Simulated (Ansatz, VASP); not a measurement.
**F in VASP and in Ansatz**

```
F
1.0
     2.87345   -1.82635    0.30324
     2.87345    1.82635    0.30324
    -0.85239    0.00000    6.87929
F
4
Direct
  0.91386 0.58555 0.09393
  0.41445 0.08614 0.40607
  0.08614 0.41445 0.90607
  0.58555 0.91386 0.59393
```

Change from the starting cell: volume 18.287 Å^3 an atom, stretch along a over the lengths across it, relative to the relaxed cell 1.0000.

Alike in both runs: task single point; functional PBE; dispersion D3(BJ); k mesh 8 × 8 × 4; occupations gaussian, width 0.05 eV; no spin polarisation.

|  | VASP | Ansatz |
| --- | --- | --- |
| version | VASP 6.6.1 | Ansatz 0.2.0 |
| potentials or method | VASP PAW PBE potentials, release 64 (F), cutoff 520 eV | scalar-relativistic, plane waves, PAW |
| valence electrons in the cell | 28 | 28 |

VASP gave:

- gap on the k mesh at the Fermi level (eV): 2.68
- least direct gap on the mesh (eV): 2.68
- pressure (GPa): -1.8
- traceless stress, the component that is largest in VASP (GPa): -1.70
- rms of the force components (eV/Å): 0.316

Problem. What did Ansatz give for the same quantities?

Solution. gap on the k mesh at the Fermi level (eV): 2.75; least direct gap on the mesh (eV): 2.75; pressure (GPa): -2.0; traceless stress, the component that is largest in VASP (GPa): -2.68; rms of the force components (eV/Å): 0.503.

Atom by atom the forces differ by 0.187 eV/Å (rms over components).
